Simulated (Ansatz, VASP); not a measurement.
One calculation of Te, two programs

```
Te
1.0
     4.11138    0.00000    0.00000
    -2.05569    3.56056    0.00000
     0.00000    0.00000    4.47152
Te
2
Direct
  0.33333 0.66667 0.25000
  0.66667 0.33333 0.75000
```

Alike in both runs: task single point; functional PBE; k mesh 15 × 15 × 12; occupations fermi-dirac, width 0.1 eV; no spin polarisation.

```csv
,VASP,Ansatz
version,VASP 6.6.1,Ansatz 0.2.0
potentials or method,"VASP PAW PBE potentials, release 64 (Te), cutoff 520 eV","plane waves (420 eV) with PAW, scalar-relativistic"
valence electrons in the cell,12,32
```

Ansatz gave:

| Quantity | Value |
| --- | --- |
| pressure (GPa) | -1.8 |
| traceless stress, the component that is largest in VASP (GPa) | -1.04 |

**Question.** Which values does VASP return?

**Answer.** Pressure (GPa): -1.8; traceless stress, the component that is largest in VASP (GPa): -1.05.

The functional is the same, so the differences come from potentials, cutoffs and numerics. VASP's potentials hold 12 valence electrons a cell and Ansatz's 32, so a difference there can come from the potentials and not from the codes.

Neither program's run includes spin-orbit coupling.
